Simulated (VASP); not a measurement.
# WBr4F2 (I4/mmm) in VASP: further runs

WBr4F2 is run at these levels: PBE; tasks: single point, relaxation of cell and atoms.

All numbers are computed with VASP 6.6.1; they aren't measurements. Logs are shortened: lines on timing, memory, paths and dates and some standing lists are left out, and cuts for length are marked.

### Step 1. The cell of the first run

Symmetry: I4/mmm, No. 139, tetragonal system. Conventional cell: a = 7.676 Å, b = 7.676 Å, c = 7.994 Å, α = 90.00°, β = 90.00°, γ = 90.00°. W (site symmetry 4/mmm) has 2 F at 1.87 Å and 4 Br at 2.46 Å within 2.5 Å. Br (site symmetry m2m) has 1 W at 2.46 Å and 2 F at 3.09 Å within 3.3 Å. Within 2.5 Å of F (site symmetry 4mm) lie 1 W at 1.87 Å.

### Step 2. Single point, PBE

INCAR

```
PREC = Accurate
ENCUT = 520
EDIFF = 1E-6
ISMEAR = 0
SIGMA = 0.15
LREAL = F
LASPH = T
NELM = 100
ALGO = Normal
ISIF = 2
LWAVE = F
LCHARG = F
GGA = PE
NBANDS = 37
```

KPOINTS

```
regular mesh
0
Gamma
  3 3 3
```

POSCAR

```
WBr4F2
1.0
   -3.8378466459      3.8378466459      3.9970765220
    3.8378466459     -3.8378466459      3.9970765220
    3.8378466459      3.8378466459     -3.9970765220
W Br F
1 4 2
Direct
    0.0000000000      0.0000000000      0.0000000000
    0.2268031101      0.7731968899      0.0000000000
    0.7731968899      0.2268031101      0.0000000000
    0.7731968899      0.7731968899      0.5463937797
    0.2268031101      0.2268031101      0.4536062203
    0.7659021807      0.7659021807      0.0000000000
    0.2340978193      0.2340978193      0.0000000000
```

Potentials or basis: VASP PAW PBE potentials, release 64 (W_sv, Br, F).

Launch:

```sh
$ cat potpaw_PBE.64/W_sv/POTCAR potpaw_PBE.64/Br/POTCAR potpaw_PBE.64/F/POTCAR > POTCAR
$ mpirun -np 1 vasp_std > vasp.out
```

OUTCAR:

```text
PREC = Accurate
   ENCUT = 520
   EDIFF = 1E-6
   ISMEAR = 0
   LREAL = F
   LASPH = T
   NELM = 100
   ISIF = 2
   GGA = PE

 ion  position               nearest neighbor table
   1  0.000  0.000  0.000-   6 1.87   7 1.87   2 2.46   3 2.46   4 2.46   5 2.46
   2  0.227  0.773  0.000-   1 2.46
   3  0.773  0.227  0.000-   1 2.46
   4  0.773  0.773  0.546-   1 2.46
   5  0.227  0.227  0.454-   1 2.46
   6  0.766  0.766  0.000-   1 1.87
   7  0.234  0.234  0.000-   1 1.87

  LATTYP: Found a body centered tetragonal cell.
 ALAT       =     7.6756932918
 C/A-ratio  =     1.0414893795

  Lattice vectors:

 A1 = (  -3.8378466459,   3.8378466459,   3.9970765220)
 A2 = (   3.8378466459,  -3.8378466459,   3.9970765220)
 A3 = (   3.8378466459,   3.8378466459,  -3.9970765220)

Analysis of symmetry for initial positions (statically):
=====================================================================
 Subroutine PRICEL returns:
 Original cell was already a primitive cell.

 Routine SETGRP: Setting up the symmetry group for a
 body centered tetragonal supercell.

 Subroutine GETGRP returns: Found 16 space group operations
 (whereof 16 operations were pure point group operations)
 out of a pool of 16 trial point group operations.

The static configuration has the point symmetry D_4h.

Analysis of symmetry for dynamics (positions and initial velocities):
=====================================================================
 Subroutine PRICEL returns:
 Original cell was already a primitive cell.

 Routine SETGRP: Setting up the symmetry group for a
 body centered tetragonal supercell.

 Subroutine GETGRP returns: Found 16 space group operations
 (whereof 16 operations were pure point group operations)
 out of a pool of 16 trial point group operations.

The dynamic configuration has the point symmetry D_4h.

 Subroutine INISYM returns: Found 16 space group operations
 (whereof 16 operations are pure point group operations),
 and found     1 'primitive' translations

----------------------------------------------------------------------------------------

                                     Primitive cell

  volume of cell :     235.4928

  direct lattice vectors                    reciprocal lattice vectors
    -3.837846646  3.837846646  3.997076522     0.000000000  0.130281391  0.125091426
     3.837846646 -3.837846646  3.997076522     0.130281391  0.000000000  0.125091426
     3.837846646  3.837846646 -3.997076522     0.130281391  0.130281391  0.000000000

  length of vectors
     6.740530727  6.740530727  6.740530727     0.180613138  0.180613138  0.184245710

  position of ions in fractional coordinates (direct lattice)
     0.000000000  0.000000000  0.000000000
     0.226803110  0.773196890  0.000000000
     0.773196890  0.226803110  0.000000000
     0.773196890  0.773196890  0.546393780
     0.226803110  0.226803110  0.453606220
     0.765902181  0.765902181  0.000000000
     0.234097819  0.234097819  0.000000000

  ion indices of the primitive-cell ions
   primitive index   ion index
                 1           1
                 2           2
                 3           3
                 4           4
                 5           5
                 6           6
                 7           7

----------------------------------------------------------------------------------------

 KPOINTS: regular mesh

Automatic generation of k-mesh.
 Grid dimensions read from file:
 generate k-points for:    3    3    3

 Generating k-lattice:

  Cartesian coordinates                     Fractional coordinates (reciprocal lattice)
     0.000000000  0.043427130  0.041697142     0.333333333  0.000000000  0.000000000
     0.043427130  0.000000000  0.041697142     0.000000000  0.333333333  0.000000000
     0.043427130  0.043427130  0.000000000     0.000000000  0.000000000  0.333333333

  Length of vectors
     0.060204379  0.060204379  0.061415237

  Shift w.r.t. Gamma in fractional coordinates (k-lattice)
     0.000000000  0.000000000  0.000000000

 Subroutine IBZKPT returns following result:
 ===========================================

 Found      6 irreducible k-points:

 Following reciprocal coordinates:
            Coordinates               Weight
  0.000000  0.000000  0.000000      1.000000
  0.333333  0.000000  0.000000      8.000000
  0.333333  0.333333  0.000000      8.000000
 -0.333333  0.333333  0.000000      4.000000
 -0.333333  0.333333  0.333333      4.000000
 -0.333333 -0.333333  0.333333      2.000000
   k-points           NKPTS =      6   k-points in BZ     NKDIM =      6   number of bands    NBANDS=     37
   number of dos      NEDOS =    301   number of ions     NIONS =      7
   total plane-waves  NPLWV = 125000
   dimension x,y,z NGX =    50 NGY =   50 NGZ =   50
   dimension x,y,z NGXF=   100 NGYF=  100 NGZF=  100
   ions per type =               1   4   2
   NGX,Y,Z   is equivalent  to a cutoff of  12.33, 12.33, 12.33 a.u.
   NGXF,Y,Z  is equivalent  to a cutoff of  24.66, 24.66, 24.66 a.u.
 SYSTEM =  unknown system
   PREC   = accura    normal or accurate (medium, high low for compatibility)
   ISTART =      0    job   : 0-new  1-cont  2-samecut
   ICHARG =      2    charge: 1-file 2-atom 10-const
   ISPIN  =      1    spin polarized calculation?
   LNONCOLLINEAR =      F non collinear calculations
   LSORBIT =      F    spin-orbit coupling
   LASPH  =      T    aspherical Exc in radial PAW
   ENCUT  =  520.0 eV  38.22 Ry    6.18 a.u.  12.53 12.53 12.53*2*pi/ulx,y,z
   NELM   =    100;   NELMIN=  2; NELMDL= -5     # of ELM steps
   EDIFF  = 0.1E-05   stopping-criterion for ELM
   LREAL  =      F    real-space projection
   EDIFFG = 0.1E-04   stopping-criterion for IOM
   NSW    =      0    number of steps for IOM
   IBRION =     -1    ionic relax: 0-MD 1-quasi-New 2-CG
   NFREE  =      0    steps in history (QN), initial steepest desc. (CG)
   ISIF   =      2    stress and relaxation
   ISYM   =      2    0-nonsym 1-usesym 2-fastsym
   POTIM  = 0.5000    time-step for ionic-motion
   TEBEG  =    0.0;   TEEND  =   0.0 temperature during run
   PSTRESS=    0.0 pullay stress
   NELECT =      56.0000    total number of electrons
   NUPDOWN=      -1.0000    fix difference up-down
   EMIN   =  10.00;   EMAX   =-10.00  energy-range for DOS
   EFERMI =   0.00;   METHOD = LEGACY
   ISMEAR =     0;   SIGMA  =   0.15  broadening in eV -4-tet -1-fermi 0-gaus
   EFERMI_NEDOS =   21; number of points for ismear=-14 and -15
   IALGO  =     38    algorithm
   IMIX   =      4    mixing-type and parameters
     AMIX     =   0.40;   BMIX     =  1.00
     AMIX_MAG =   1.60;   BMIX_MAG =  1.00
  volume/ion in A,a.u.               =      33.64       227.03
  Fermi-wavevector in a.u.,A,eV,Ry     =   1.014250  1.916654 13.996350  1.028703
  Thomas-Fermi vector in A             =   2.147466
   LORBIT       =      0    0 simple, 1 ext, 2 COOP (PROOUT), +10 PAW based schemes
   GGA     = PE    functional components
   LHFCALC =     F    Hartree Fock is set to
   AEXX    =    0.0000 exact exchange contribution
   IVDW    =     0    specifies the selected vdW correction
   LEPSILON=     F    determine dielectric tensor
   LRPA    =     F    only Hartree local field effects (RPA)
 non-spin polarized calculation
 Gauss-broadening in eV      SIGMA  =   0.15
  energy-cutoff  :      520.00
  volume of cell :      235.49
 maximum number of plane-waves:      6350
 NGX is ok and might be reduce to    50
   NGX = 25   NGY = 25   NGZ = 25

 number of electron      56.0000020 magnetization

 Free energy of the ion-electron system (eV)
  ---------------------------------------------------
  ext. energy  EPLUGINS =         0.00000000
  ---------------------------------------------------
  free energy    TOTEN  =       -31.58865373 eV

  energy without entropy =      -31.58864921  energy(sigma->0) =      -31.58865147

 E-fermi :  -1.1137     XC(G=0):  -7.0526

 val. band max:       -1.5199217251   @ k =   0.0000   0.0000   0.0000
 cond. band min:      -0.6912230626   @ k =  -0.3333  -0.3333   0.3333
 fundamental gap:      0.8286986625
 Fermi energy:        -1.1136864339

 k-point     1 :       0.0000    0.0000    0.0000
  band No.  band energies     occupation
      1     -77.3503      2.00000
      2     -41.7379      2.00000
      3     -41.3324      2.00000
      4     -41.3324      2.00000
      5     -24.9729      2.00000
      6     -24.1736      2.00000
[... 29 lines left out ...]
     36       6.0255      0.00000
     37       6.1627      0.00000

 k-point     2 :       0.3333    0.0000    0.0000
  band No.  band energies     occupation
      1     -77.3503      2.00000
      2     -41.7379      2.00000
      3     -41.3324      2.00000
      4     -41.3324      2.00000
      5     -24.9719      2.00000
      6     -24.1747      2.00000
[... 29 lines left out ...]
     36       6.4205      0.00000
     37       6.7668      0.00000

 k-point     3 :       0.3333    0.3333    0.0000
  band No.  band energies     occupation
      1     -77.3503      2.00000
      2     -41.7379      2.00000
      3     -41.3324      2.00000
      4     -41.3324      2.00000
      5     -24.9718      2.00000
      6     -24.1747      2.00000
[... 29 lines left out ...]
     36       6.7821      0.00000
     37       7.0609      0.00000

 k-point     4 :      -0.3333    0.3333    0.0000
  band No.  band energies     occupation
      1     -77.3503      2.00000
      2     -41.7379      2.00000
      3     -41.3324      2.00000
      4     -41.3324      2.00000
      5     -24.9726      2.00000
      6     -24.1737      2.00000
[... 29 lines left out ...]
     36       6.5637      0.00000
     37       6.7541      0.00000

 k-point     5 :      -0.3333    0.3333    0.3333
  band No.  band energies     occupation
      1     -77.3503      2.00000
      2     -41.7379      2.00000
      3     -41.3324      2.00000
      4     -41.3324      2.00000
      5     -24.9723      2.00000
      6     -24.1738      2.00000
[... 29 lines left out ...]
     36       6.9763      0.00000
     37       7.0710      0.00000

 k-point     6 :      -0.3333   -0.3333    0.3333
  band No.  band energies     occupation
      1     -77.3503      2.00000
      2     -41.7379      2.00000
      3     -41.3324      2.00000
      4     -41.3324      2.00000
      5     -24.9716      2.00000
      6     -24.1747      2.00000
[... 29 lines left out ...]
     36       6.8355      0.00000
     37       6.8355      0.00000

------------------------ aborting loop because EDIFF is reached ----------------------------------------

  FORCE on cell =-STRESS in cart. coord.  units (eV):
  Direction    XX          YY          ZZ          XY          YZ          ZX
  --------------------------------------------------------------------------------------
  -------------------------------------------------------------------------------------
  Total        0.2639285      0.2639285      1.8537899      0.0000000      0.0000000      0.0000000
  in kB        1.7956395      1.7956395     12.6122743      0.0000000      0.0000000      0.0000000
  external PRESSURE =       5.4011845 kB  Pullay stress =       0.0000000 kB

 VOLUME and BASIS-vectors are now :
 -----------------------------------------------------------------------------
  energy-cutoff  :      520.00
  volume of cell :      235.49
      direct lattice vectors                 reciprocal lattice vectors
    -3.837846646  3.837846646  3.997076522     0.000000000  0.130281391  0.125091426
     3.837846646 -3.837846646  3.997076522     0.130281391  0.000000000  0.125091426
     3.837846646  3.837846646 -3.997076522     0.130281391  0.130281391  0.000000000

 POSITION                                       TOTAL-FORCE (eV/Angst)
 -----------------------------------------------------------------------------------
      0.00000      0.00000      0.00000        -0.000000      0.000000      0.000000
      2.09698     -2.09698      3.99708        -0.019004      0.019004      0.000000
     -2.09698      2.09698      3.99708         0.019004     -0.019004     -0.000000
      2.09698      2.09698      3.99708        -0.019004     -0.019004     -0.000000
      1.74087      1.74087     -0.00000         0.019004      0.019004      0.000000
      0.00000      0.00000      6.12274         0.000000      0.000000     -0.409053
      0.00000      0.00000      1.87141         0.000000      0.000000      0.409053
 -----------------------------------------------------------------------------------
    total drift:                               -0.000000     -0.000000      0.000000

  FREE ENERGIE OF THE ION-ELECTRON SYSTEM (eV)
  ---------------------------------------------------
  free  energy   TOTEN  =       -31.5886537302 eV

  energy  without entropy=      -31.5886492058  energy(sigma->0) =      -31.58865147
```

It took 89 s on 1 thread of Oxide Virtual Turin-like, shared host; peak memory 0.33 GiB.

Results:

```yaml
Free_energy: -31.5887 eV
Pressure: 0.5 GPa
Largest_force: 0.409 eV/Å
Band_gap_on_the_k_mesh: 0.83 eV (least direct gap 0.91 eV)
```

Forces in eV/Å, atoms in the order of the input:
```
W    0.000  0.000  0.000
Br  -0.019  0.019  0.000
Br   0.019 -0.019  0.000
Br  -0.019 -0.019  0.000
Br   0.019  0.019  0.000
F    0.000  0.000 -0.409
F    0.000  0.000  0.409
```

Stress tensor (GPa, compression positive):
```
0.18 0.00 0.00
0.00 0.18 0.00
0.00 0.00 1.26
```

Levels at points of the mesh, in eV from the valence-band top:
```tsv
k point	band 24	band 25	band 26	band 27	band 28	band 29	band 30	band 31	band 32	band 33
(0.00, 0.00, 0.00)	-0.88	-0.69	-0.69	-0.37	0.00	0.91	1.48	1.48	4.43	5.26
```

Caveat: spin-orbit coupling is left out, which moves the levels of the heavy elements; this functional lacks dispersion, which binds layers or chains, so the pressure and a relaxed spacing across them are unreliable. A k mesh can miss the band edges.

### Step 3. Relaxation of cell and atoms, PBE

This run uses another cell than the first one, of 24.22 Å³/atom.

INCAR

```
PREC = Accurate ; ENCUT = 600
EDIFF = 1E-7 ; ISMEAR = 0
SIGMA = 0.15 ; LREAL = F
LASPH = T ; NELM = 80
ALGO = Normal ; ISIF = 3
LWAVE = F ; LCHARG = F
GGA = PE ; IBRION = 2
NSW = 36 ; EDIFFG = -0.08
```

KPOINTS is that of step 2.

POSCAR

```
WBr4F2
1.0
   -3.5000000000      3.5000000000      3.4600000000
    3.5000000000     -3.5000000000      3.4600000000
    3.5000000000      3.5000000000     -3.4600000000
W Br F
1 4 2
Direct
    0.0000000000      0.0000000000      0.0000000000
    0.2475000000      0.7525000000      0.0000000000
    0.7525000000      0.2475000000      0.0000000000
    0.7525000000      0.7525000000      0.5050000000
    0.2475000000      0.2475000000      0.4950000000
    0.7330000000      0.7330000000      0.0000000000
    0.2670000000      0.2670000000      0.0000000000
```

Potentials or basis: VASP PAW PBE potentials, release 64 (W_sv, Br, F).

Launch:

```sh
$ cat potpaw_PBE.64/W_sv/POTCAR potpaw_PBE.64/Br/POTCAR potpaw_PBE.64/F/POTCAR > POTCAR
$ mpirun -np 1 vasp_std > vasp.out
```

Wall time 15 min (1 thread of Oxide Virtual Turin-like, shared host); peak memory 0.33 GiB.

The run converged. Its results:

- Free energy: -31.5569 eV
- Relaxed volume: 33.75 Å³/atom
- Relaxed cell: a = 6.746 Å, b = 6.746 Å, c = 6.746 Å, α = 110.21°, β = 110.21°, γ = 108.01°
- Space group after relaxing (to 0.1 Å): I4/mmm (No. 139)
- Energy gained by relaxing: 99.9 meV/atom
- Ionic steps: 9
- Pressure after relaxing: 0.0 GPa
- Largest force after relaxing: 0.009 eV/Å
- Band gap on the k mesh: 0.86 eV (least direct gap 0.94 eV)

Forces on the atoms (eV/Å):
```
W    0.000  0.000  0.000
Br  -0.006  0.006  0.000
Br   0.006 -0.006  0.000
Br  -0.006 -0.006  0.000
Br   0.006  0.006  0.000
F    0.000  0.000  0.007
F    0.000  0.000 -0.007
```

Step by step:
```
step  energy change (eV)  largest force (eV/Å)  pressure (GPa)  volume (Å³)
   1              0.0000                1.1498            5.67       169.54
   2              0.0853                2.7218           -3.72       191.35
   3             -0.2053                1.0677            0.65       178.67
   4             -0.3633                0.8443            0.38       185.46
   5             -0.6254                0.1238            0.52       206.84
   6             -0.4818                2.4581            2.82       254.39
   7             -0.6514                0.9976            1.75       224.99
   8             -0.6985                0.1131           -0.17       237.57
   9             -0.6991                0.0089            0.01       236.24
```

Final structure:
```cif
data_structure
_symmetry_space_group_name_H-M 'P 1'
_symmetry_Int_Tables_number 1
_cell_length_a 6.7462
_cell_length_b 6.7462
_cell_length_c 6.7462
_cell_angle_alpha 110.209
_cell_angle_beta 110.209
_cell_angle_gamma 108.005
_cell_volume 236.24
loop_
_atom_site_label
_atom_site_type_symbol
_atom_site_fract_x
_atom_site_fract_y
_atom_site_fract_z
_atom_site_occupancy
W1 W 0.00000 0.00000 0.00000 1
Br1 Br 0.22546 0.77454 0.00000 1
Br2 Br 0.77454 0.22546 0.00000 1
Br3 Br 0.77454 0.77454 0.54908 1
Br4 Br 0.22546 0.22546 0.45092 1
F1 F 0.76207 0.76207 0.00000 1
F2 F 0.23793 0.23793 0.00000 1
```

Levels at points of the mesh, in eV from the valence-band top:
```tsv
k point	band 24	band 25	band 26	band 27	band 28	band 29	band 30	band 31	band 32	band 33
(0.00, 0.00, 0.00)	-0.85	-0.69	-0.69	-0.35	0.00	0.95	1.46	1.46	4.44	5.28
```

Caveat: the k points lie up to 0.38 Å⁻¹ apart in the final cell; the volume moved by over 15 % at a fixed basis, so the end points are rough; spin-orbit coupling is left out, which moves the levels of the heavy elements; this functional lacks dispersion, which binds layers or chains, so the pressure and a relaxed spacing across them are unreliable. A k mesh can miss the band edges.
